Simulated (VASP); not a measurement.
# Sr3C (I4/mmm) in VASP: a series of runs

The runs below take Sr3C through single point, with PBE.

All numbers are computed with VASP 6.6.1; they aren't measurements. Logs are shortened: lines on timing, memory, paths and dates and some standing lists are left out, and cuts for length are marked.

## 1. The cell of the first run

It takes space group I4/mmm (No. 139, tetragonal). The conventional cell has a = 4.834 Å, b = 4.834 Å, c = 10.276 Å, α = 90.00°, β = 90.00°, γ = 90.00°. Sr (site symmetry 4/mmm) has 4 C at 3.42 Å and 8 Sr at 3.53 Å within 4.5 Å. Within 4.5 Å of Sr (site symmetry -4m2) lie 8 Sr at 3.42 to 3.53 Å and 4 C at 3.53 Å. C (site symmetry 4/mmm) has 12 Sr at 3.42 to 3.53 Å within 4.5 Å.

## 2. Single point, PBE

The input, INCAR:

```
PREC = Accurate ; ENCUT = 520
EDIFF = 1E-6 ; ISMEAR = 0
SIGMA = 0.1 ; LREAL = False
LASPH = True ; NELM = 80
ALGO = Normal ; ISIF = 2
LWAVE = False ; LCHARG = False
GGA = PE ; NBANDS = 25
```

The input, KPOINTS:

```
Automatic mesh
0
Gamma
  14 14 14
```

The input, POSCAR:

```
Sr3C
1.0
   -2.4169087358      2.4169087358      5.1378820978
    2.4169087358     -2.4169087358      5.1378820978
    2.4169087358      2.4169087358     -5.1378820978
Sr C
3 1
Direct
    0.5000000000      0.5000000000      0.0000000000
    0.2500000000      0.7500000000      0.5000000000
    0.7500000000      0.2500000000      0.5000000000
    0.0000000000      0.0000000000      0.0000000000
```

Potentials or basis: VASP PAW PBE potentials, release 64 (Sr_sv, C).

Run with:

```
$ cat potpaw_PBE.64/Sr_sv/POTCAR potpaw_PBE.64/C/POTCAR > POTCAR
$ mpirun -np 1 vasp_std > vasp.out
```

OUTCAR:

```text
PREC = Accurate
   ENCUT = 520
   EDIFF = 1E-6
   ISMEAR = 0
   LREAL = False
   LASPH = True
   NELM = 80
   ISIF = 2
   GGA = PE

 ion  position               nearest neighbor table
   1  0.500  0.500  0.000-   4 3.42   4 3.42   4 3.42   4 3.42   3 3.53   2 3.53   3 3.53   3 3.53
                             2 3.53   2 3.53   3 3.53   2 3.53
   2  0.250  0.750  0.500-   3 3.42   3 3.42   3 3.42   3 3.42   4 3.53   1 3.53   4 3.53   1 3.53
                             4 3.53   4 3.53   1 3.53   1 3.53
   3  0.750  0.250  0.500-   2 3.42   2 3.42   2 3.42   2 3.42   4 3.53   1 3.53   4 3.53   4 3.53
                             1 3.53   1 3.53   4 3.53   1 3.53
   4  0.000  0.000  0.000-   1 3.42   1 3.42   1 3.42   1 3.42   3 3.53   2 3.53   3 3.53   2 3.53
                             3 3.53   3 3.53   2 3.53   2 3.53

  LATTYP: Found a body centered tetragonal cell.
 ALAT       =     4.8338174716
 C/A-ratio  =     2.1258072436

  Lattice vectors:

 A1 = (  -2.4169087358,   2.4169087358,   5.1378820978)
 A2 = (   2.4169087358,  -2.4169087358,   5.1378820978)
 A3 = (   2.4169087358,   2.4169087358,  -5.1378820978)

Analysis of symmetry for initial positions (statically):
=====================================================================
 Subroutine PRICEL returns:
 Original cell was already a primitive cell.

 Routine SETGRP: Setting up the symmetry group for a
 body centered tetragonal supercell.

 Subroutine GETGRP returns: Found 16 space group operations
 (whereof 16 operations were pure point group operations)
 out of a pool of 16 trial point group operations.

The static configuration has the point symmetry D_4h.

Analysis of symmetry for dynamics (positions and initial velocities):
=====================================================================
 Subroutine PRICEL returns:
 Original cell was already a primitive cell.

 Routine SETGRP: Setting up the symmetry group for a
 body centered tetragonal supercell.

 Subroutine GETGRP returns: Found 16 space group operations
 (whereof 16 operations were pure point group operations)
 out of a pool of 16 trial point group operations.

The dynamic configuration has the point symmetry D_4h.

 Subroutine INISYM returns: Found 16 space group operations
 (whereof 16 operations are pure point group operations),
 and found     1 'primitive' translations

----------------------------------------------------------------------------------------

                                     Primitive cell

  volume of cell :     120.0507

  direct lattice vectors                    reciprocal lattice vectors
    -2.416908736  2.416908736  5.137882098     0.000000000  0.206875830  0.097316363
     2.416908736 -2.416908736  5.137882098     0.206875830  0.000000000  0.097316363
     2.416908736  2.416908736 -5.137882098     0.206875830  0.206875830  0.000000000

  length of vectors
     6.170958445  6.170958445  6.170958445     0.228622141  0.228622141  0.292566604

  position of ions in fractional coordinates (direct lattice)
     0.500000000  0.500000000  0.000000000
     0.250000000  0.750000000  0.500000000
     0.750000000  0.250000000  0.500000000
     0.000000000  0.000000000  0.000000000

  ion indices of the primitive-cell ions
   primitive index   ion index
                 1           1
                 2           2
                 3           3
                 4           4

----------------------------------------------------------------------------------------

 KPOINTS: Automatic mesh

Automatic generation of k-mesh.
 Grid dimensions read from file:
 generate k-points for:   14   14   14

 Generating k-lattice:

  Cartesian coordinates                     Fractional coordinates (reciprocal lattice)
     0.000000000  0.014776845  0.006951169     0.071428571  0.000000000  0.000000000
     0.014776845  0.000000000  0.006951169     0.000000000  0.071428571  0.000000000
     0.014776845  0.014776845  0.000000000     0.000000000  0.000000000  0.071428571

  Length of vectors
     0.016330153  0.016330153  0.020897615

  Shift w.r.t. Gamma in fractional coordinates (k-lattice)
     0.000000000  0.000000000  0.000000000

 Subroutine IBZKPT returns following result:
 ===========================================

 Found    244 irreducible k-points:

 Following reciprocal coordinates:
            Coordinates               Weight
  0.000000  0.000000  0.000000      1.000000
  0.071429  0.000000  0.000000      8.000000
  0.142857  0.000000  0.000000      8.000000
  0.214286  0.000000  0.000000      8.000000
  0.285714  0.000000  0.000000      8.000000
  0.357143  0.000000 -0.000000      8.000000
[... 16 lines left out ...]
  0.214286  0.142857  0.000000     16.000000
  0.285714  0.142857 -0.000000     16.000000
 [... further k-points ...]
   k-points           NKPTS =    244   k-points in BZ     NKDIM =    244   number of bands    NBANDS=     25
   number of dos      NEDOS =    301   number of ions     NIONS =      4
   total plane-waves  NPLWV = 110592
   dimension x,y,z NGX =    48 NGY =   48 NGZ =   48
   dimension x,y,z NGXF=    96 NGYF=   96 NGZF=   96
   ions per type =               3   1
   NGX,Y,Z   is equivalent  to a cutoff of  12.93, 12.93, 12.93 a.u.
   NGXF,Y,Z  is equivalent  to a cutoff of  25.86, 25.86, 25.86 a.u.
 SYSTEM =  unknown system
   PREC   = accura    normal or accurate (medium, high low for compatibility)
   ISTART =      0    job   : 0-new  1-cont  2-samecut
   ICHARG =      2    charge: 1-file 2-atom 10-const
   ISPIN  =      1    spin polarized calculation?
   LNONCOLLINEAR =      F non collinear calculations
   LSORBIT =      F    spin-orbit coupling
   LASPH  =      T    aspherical Exc in radial PAW
   ENCUT  =  520.0 eV  38.22 Ry    6.18 a.u.  11.47 11.47 11.47*2*pi/ulx,y,z
   NELM   =     80;   NELMIN=  2; NELMDL= -5     # of ELM steps
   EDIFF  = 0.1E-05   stopping-criterion for ELM
   LREAL  =      F    real-space projection
   EDIFFG = 0.1E-04   stopping-criterion for IOM
   NSW    =      0    number of steps for IOM
   IBRION =     -1    ionic relax: 0-MD 1-quasi-New 2-CG
   NFREE  =      0    steps in history (QN), initial steepest desc. (CG)
   ISIF   =      2    stress and relaxation
   ISYM   =      2    0-nonsym 1-usesym 2-fastsym
   POTIM  = 0.5000    time-step for ionic-motion
   TEBEG  =    0.0;   TEEND  =   0.0 temperature during run
   PSTRESS=    0.0 pullay stress
   NELECT =      34.0000    total number of electrons
   NUPDOWN=      -1.0000    fix difference up-down
   EMIN   =  10.00;   EMAX   =-10.00  energy-range for DOS
   EFERMI =   0.00;   METHOD = LEGACY
   ISMEAR =     0;   SIGMA  =   0.10  broadening in eV -4-tet -1-fermi 0-gaus
   EFERMI_NEDOS =   21; number of points for ismear=-14 and -15
   IALGO  =     38    algorithm
   IMIX   =      4    mixing-type and parameters
     AMIX     =   0.40;   BMIX     =  1.00
     AMIX_MAG =   1.60;   BMIX_MAG =  1.00
  volume/ion in A,a.u.               =      30.01       202.54
  Fermi-wavevector in a.u.,A,eV,Ry     =   1.075094  2.031632 15.725970  1.155826
  Thomas-Fermi vector in A             =   2.210940
   LORBIT       =      0    0 simple, 1 ext, 2 COOP (PROOUT), +10 PAW based schemes
   GGA     = PE    functional components
   LHFCALC =     F    Hartree Fock is set to
   AEXX    =    0.0000 exact exchange contribution
   IVDW    =     0    specifies the selected vdW correction
   LEPSILON=     F    determine dielectric tensor
   LRPA    =     F    only Hartree local field effects (RPA)
 non-spin polarized calculation
 Gauss-broadening in eV      SIGMA  =   0.10
  energy-cutoff  :      520.00
  volume of cell :      120.05
 maximum number of plane-waves:      3276
 NGX is ok and might be reduce to    48
   NGX = 23   NGY = 23   NGZ = 23

 number of electron      34.0000001 magnetization

 Free energy of the ion-electron system (eV)
  ---------------------------------------------------
  ext. energy  EPLUGINS =         0.00000000
  ---------------------------------------------------
  free energy    TOTEN  =        -9.15881317 eV

  energy without entropy =       -9.14813086  energy(sigma->0) =       -9.15347201

 E-fermi :   2.8516     XC(G=0):  -8.8498

 val. band max:        2.8270108934   @ k =   0.4286   0.0714   0.0714
 cond. band min:       2.8559620665   @ k =  -0.1429  -0.3571   0.0714
 fundamental gap:      0.0289511731
 Fermi energy:         2.8516349159

 k-point     1 :       0.0000    0.0000    0.0000
  band No.  band energies     occupation
      1     -33.3533      2.00000
      2     -33.1881      2.00000
      3     -32.9798      2.00000
      4     -15.6896      2.00000
      5     -15.6860      2.00000
      6     -15.6860      2.00000
[... 17 lines left out ...]
     24       6.0964      0.00000
     25       6.0964      0.00000

 k-point     2 :       0.0714    0.0000    0.0000
  band No.  band energies     occupation
      1     -33.3510      2.00000
      2     -33.1900      2.00000
      3     -32.9802      2.00000
      4     -15.7138      2.00000
      5     -15.6790      2.00000
      6     -15.6498      2.00000
[... 17 lines left out ...]
     24       6.0690      0.00000
     25       6.1221      0.00000

 k-point     3 :       0.1429    0.0000    0.0000
  band No.  band energies     occupation
      1     -33.3441      2.00000
      2     -33.1955      2.00000
      3     -32.9815      2.00000
      4     -15.7245      2.00000
      5     -15.6581      2.00000
      6     -15.6047      2.00000
[... 552 lines left out ...]
 k-point    23 :       0.2143    0.1429    0.0000
  band No.  band energies     occupation
      1     -33.3242      2.00000
      2     -33.2101      2.00000
      3     -32.9865      2.00000
      4     -15.7777      2.00000
      5     -15.5664      2.00000
      6     -15.5077      2.00000
[... 17 lines left out ...]
     24       5.8496      0.00000
     25       6.4508      0.00000

 k-point    24 :       0.2857    0.1429   -0.0000
  band No.  band energies     occupation
      1     -33.3111      2.00000
      2     -33.2209      2.00000
      3     -32.9886      2.00000
      4     -15.7692      2.00000
      5     -15.5540      2.00000
      6     -15.4499      2.00000
[... 17 lines left out ...]
     24       5.8102      0.00000
     25       6.3843      0.00000

 [... further k-points ...]

------------------------ aborting loop because EDIFF is reached ----------------------------------------

  FORCE on cell =-STRESS in cart. coord.  units (eV):
  Direction    XX          YY          ZZ          XY          YZ          ZX
  --------------------------------------------------------------------------------------
  -------------------------------------------------------------------------------------
  Total        0.0738333      0.0738333      0.0690605      0.0000000      0.0000000      0.0000000
  in kB        0.9853679      0.9853679      0.9216702      0.0000000      0.0000000      0.0000000
  external PRESSURE =       0.9641354 kB  Pullay stress =       0.0000000 kB

 VOLUME and BASIS-vectors are now :
 -----------------------------------------------------------------------------
  energy-cutoff  :      520.00
  volume of cell :      120.05
      direct lattice vectors                 reciprocal lattice vectors
    -2.416908736  2.416908736  5.137882098     0.000000000  0.206875830  0.097316363
     2.416908736 -2.416908736  5.137882098     0.206875830  0.000000000  0.097316363
     2.416908736  2.416908736 -5.137882098     0.206875830  0.206875830  0.000000000

 POSITION                                       TOTAL-FORCE (eV/Angst)
 -----------------------------------------------------------------------------------
      0.00000      0.00000      5.13788         0.000000     -0.000000     -0.000000
      2.41691      0.00000      2.56894         0.000000     -0.000000      0.000000
      0.00000      2.41691      2.56894        -0.000000      0.000000      0.000000
      0.00000      0.00000      0.00000         0.000000     -0.000000     -0.000000
 -----------------------------------------------------------------------------------
    total drift:                                0.000000     -0.000000      0.000000

  FREE ENERGIE OF THE ION-ELECTRON SYSTEM (eV)
  ---------------------------------------------------
  free  energy   TOTEN  =        -9.1588131671 eV

  energy  without entropy=       -9.1481308604  energy(sigma->0) =       -9.15347201
```

Wall time 6.1 min (1 thread of Intel Xeon 6975P-C (Granite Rapids), shared host); peak memory 0.78 GiB.

What came out:

| Item | Value |
| --- | --- |
| Free energy | -9.1588 eV |
| Pressure | 0.1 GPa |
| Band gap on the k mesh | zero (bands 17 and 18 overlap by 0.41 eV) |

## 3. Single point, PBE

The input, INCAR:

```
SYSTEM = Sr3C
  PREC = Accurate
  ENCUT = 520
  EDIFF = 1E-6
  ISMEAR = 0
  SIGMA = 0.1
  LREAL = .False.
  LASPH = .True.
  NELM = 60
  ALGO = Normal
  ISIF = 2
  LWAVE = .False.
  LCHARG = .False.
  GGA = PE
  NBANDS = 25
```

The input, KPOINTS:

```
Automatic mesh
0
Gamma
  14 14 14
  0 0 0
```

POSCAR is that of step 2.

Potentials or basis: VASP PAW PBE potentials, release 64 (Sr_sv, C).

Run with:

```
$ cat potpaw_PBE.64/Sr_sv/POTCAR potpaw_PBE.64/C/POTCAR > POTCAR
$ mpirun -np 1 vasp_std > vasp.out
```

It took 6.7 min on 1 thread of Intel Xeon 6975P-C (Granite Rapids), shared host; peak memory 0.77 GiB.

The run converged. Its results:

```yaml
Free_energy: -9.1588 eV
Pressure: 0.1 GPa
Band_gap_on_the_k_mesh: zero (bands 17 and 18 overlap by 0.41 eV)
```

Levels at points of the mesh, in eV from the Fermi level:
| k point | band 14 | band 15 | band 16 | band 17 | band 18 | band 19 | band 20 | band 21 |
| --- | --- | --- | --- | --- | --- | --- | --- | --- |
| (0.00, 0.00, 0.00) | -2.38 | -1.31 | -0.49 | -0.49 | 0.50 | 0.59 | 0.77 | 1.76 |
| (0.50, 0.00, 0.00) | -2.23 | -1.23 | -0.67 | 0.01 | 0.22 | 1.36 | 2.07 | 2.18 |
| (0.50, 0.50, 0.00) | -1.52 | -0.85 | -0.61 | -0.43 | -0.39 | 1.11 | 1.52 | 2.12 |
| (0.50, 0.50, 0.50) | -2.69 | -1.30 | 0.02 | 0.02 | 0.42 | 0.61 | 0.61 | 0.88 |

The gap in the log of VASP goes by the Fermi energy; the results here count the filled bands.